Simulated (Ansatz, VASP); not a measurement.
# Two plane-wave programs on KMgF3

```
K Mg F
1.0
     3.98590    0.00000    0.00000
     0.00000    3.98590    0.00000
     0.00000    0.00000    3.98590
K Mg F
1 1 3
Cartesian
  1.9929 1.9929 1.9929
  0.0000 0.0000 0.0000
  1.9929 0.0000 0.0000
  0.0000 1.9929 0.0000
  0.0000 0.0000 1.9929
```

Alike in both runs: task relaxation of cell and atoms; functional r2SCAN; k mesh 8 × 8 × 8; occupations fermi-dirac, width 0.02 eV; no spin polarisation.

|  | VASP | Ansatz |
| --- | --- | --- |
| version | VASP 6.6.1 | Ansatz 0.2.0 |
| potentials or method | VASP PAW PBE potentials, release 64 (K_sv, Mg, F), cutoff 600 eV | PAW plane waves |
| valence electrons in the cell | 32 | 40 |

```csv
,VASP,Ansatz,Ansatz less VASP
"gap on the k mesh at the Fermi level, each at its own relaxed structure (eV)",8.35,8.29,-0.056
relaxed volume (Å³/atom),12.52,12.64,+0.126
relaxed length of the cell vector where the two differ most in proportion (Å),3.970,3.984,+0.0133
```

VASP's potentials were made for PBE, not for r2SCAN. VASP's potentials hold 32 valence electrons a cell and Ansatz's 40, so a difference there can come from the potentials and not from the codes.
